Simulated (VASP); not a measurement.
Set up this calculation in VASP 6.6.1, as the native input.

* Task: single point
* Functional: PBEsol
* Potentials or basis: VASP PAW PBE potentials, release 64 (Ti_sv, C)
* Cutoff: 520 eV
* k mesh: 11 × 11 × 11
* Occupations: fermi-dirac, width 0.05 eV
* Spin: no spin polarisation
* Hubbard terms: Ti d U = 6.0 eV
* Dipole correction: no
* Further INCAR settings: ALGO = Normal; EDIFF = 1e-07; NBANDS = 15

The structure of TiC lies in POSCAR:

```
TiC
1.0
    0.0000000000      2.1657188437      2.1657188437
    2.1657188437      0.0000000000      2.1657188437
    2.1657188437      2.1657188437      0.0000000000
Ti C
1 1
Direct
    0.0000000000      0.0000000000      0.0000000000
    0.5000000000      0.5000000000      0.5000000000
```

These files were run (other wordings do the same):

INCAR

```
PREC = Accurate
ENCUT = 520
EDIFF = 1E-7
ISMEAR = -1
SIGMA = 0.05
LREAL = F
LASPH = T
NELM = 150
ALGO = Normal
ISIF = 2
LWAVE = F
LCHARG = F
LMAXMIX = 4
LDAU = T
LDAUTYPE = 2
LDAUL = 2 -1
LDAUU = 6 0
LDAUJ = 0 0
LDAUPRINT = 1
GGA = PS
NBANDS = 15
```

KPOINTS

```
Automatic mesh
0
Gamma
  11 11 11
```

Potentials or basis: VASP PAW PBE potentials, release 64 (Ti_sv, C).

Run with:

```bash
$ cat potpaw_PBE.64/Ti_sv/POTCAR potpaw_PBE.64/C/POTCAR > POTCAR
$ mpirun -np 1 vasp_std > vasp.out
```

Results of the run:

| Item | Value |
| --- | --- |
| Pressure | 11.1 GPa |
| Band gap on the k mesh | zero (band 8 reaches 11.33 eV, above the bottom of band 9 at 9.53 eV) |

Caveat: the PAW data sets were made with another functional, which shifts forces and pressure a little; U without spin polarisation on a metal has little footing; the U is typed as a test and isn't derived for this compound.

Run time: 6.9 s on 1 thread of Intel(R) Xeon(R) 6975P-C (Granite Rapids), on a shared host, peak memory 0.14 GiB.
